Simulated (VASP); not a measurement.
Crystal: Ag.

```xyz
1
Lattice="0.0000 2.0696 2.0696 2.0696 0.0000 2.0696 2.0696 2.0696 0.0000" Properties=species:S:1:pos:R:3 pbc="T T T"
Ag    0.0000    0.0000    0.0000
```

Base run:

```yaml
Program: VASP 6.6.1
Functional: PBE exchange alone
Potentials_or_basis: VASP PAW PBE potentials, release 64 (Ag)
Cutoff: 520 eV
k_mesh: 11 × 11 × 11
Occupations: fermi-dirac, width 0.05 eV
Spin: no spin polarisation
```

Its results: pressure 17.7 GPa.

After a change of settings the same cell gave: pressure 0.2 GPa. Which change was it?
A. functional from PBE exchange alone to r2SCAN; dispersion from none to D4
B. functional from PBE exchange alone to PBE; dispersion from none to D3(BJ)
C. functional from PBE exchange alone to revPBE
D. functional from PBE exchange alone to PBE

D.
